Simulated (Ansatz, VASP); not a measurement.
## One calculation of Fe2O3, two programs

```
Fe O
1.0
     2.58480    1.49233    4.64677
    -2.58480    1.49233    4.64677
     0.00000   -2.98466    4.64677
Fe O
4 6
Direct
  0.35493 0.35493 0.35493
  0.14507 0.14507 0.14507
  0.64507 0.64507 0.64507
  0.85493 0.85493 0.85493
  0.55363 0.94637 0.25000
  0.25000 0.55363 0.94637
  0.94637 0.25000 0.55363
  0.44637 0.05363 0.75000
  0.75000 0.44637 0.05363
  0.05363 0.75000 0.44637
```

Alike in both runs: task single point; functional PBE; k mesh 4 × 4 × 4; occupations gaussian, width 0.05 eV; collinear spin; Hubbard terms Fe d U = 4.0 eV.

|  | VASP | Ansatz |
| --- | --- | --- |
| version | VASP 6.6.1 | Ansatz 0.2.0 |
| potentials or method | VASP PAW PBE potentials, release 64 (Fe, O), cutoff 520 eV | scalar-relativistic, plane waves, PAW |
| valence electrons in the cell | 68 | 100 |

```tsv
	VASP	Ansatz	Ansatz less VASP
gap on the k mesh at the Fermi level (eV)	1.77	1.66	-0.108
least direct gap on the mesh (eV)	1.89	1.78	-0.114
pressure (GPa)	-6.6	-3.1	+3.48
traceless stress, the component that is largest in VASP (GPa)	-0.02	-0.43	-0.403
rms of the force components (eV/Å)	0.102	0.076	-0.0258
net moment per atom (μB)	0.00	0.00	0.000
size of the moment on the site where the two differ most (μB)	4.22	3.87	-0.345
```

Site moments also hang on the region over which each program counts them. The programs project onto different local orbitals, so the same U acts differently, and such runs can settle in different states. Atom by atom the forces differ by 0.042 eV/Å (rms over components). VASP's potentials hold 68 valence electrons a cell and Ansatz's 100, so a difference there can come from the potentials and not from the codes. Ansatz's warnings: saved state not lowest, stability check not made.
